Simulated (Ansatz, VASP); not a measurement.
# One calculation of CdS, two programs

```
CELL_PARAMETERS angstrom
0.00000 2.66988 2.66988
2.66988 0.00000 2.66988
2.66988 2.66988 0.00000
ATOMIC_POSITIONS crystal
Cd 0.00000 0.00000 0.00000
S 0.50000 0.50000 0.50000
```

Alike in both runs: functional LDA; k mesh 6 × 6 × 6; occupations fermi-dirac, width 0.01 eV; no spin polarisation.

Ansatz relaxed the structure, and its values are those at the end. VASP's run is a single point on that final structure, the one shown.

|  | VASP | Ansatz |
| --- | --- | --- |
| version | VASP 6.6.1 | Ansatz 0.2.0 |
| potentials or method | VASP PAW LDA potentials, release 64 (Cd, S) | plane waves, PAW |
| plane-wave cutoff (eV) | 520 | 420 |
| valence electrons in the cell | 18 | 26 |

|  | VASP | Ansatz | Ansatz less VASP |
| --- | --- | --- | --- |
| pressure (GPa) | 0.8 | 0.0 | -0.76 |

LDA's correlation is that of Perdew and Zunger in VASP and of Perdew and Wang (1992) in Ansatz. VASP's potentials hold 18 valence electrons a cell and Ansatz's 26, so a difference there can come from the potentials and not from the codes. Ansatz's warnings: stress scf threshold loose.
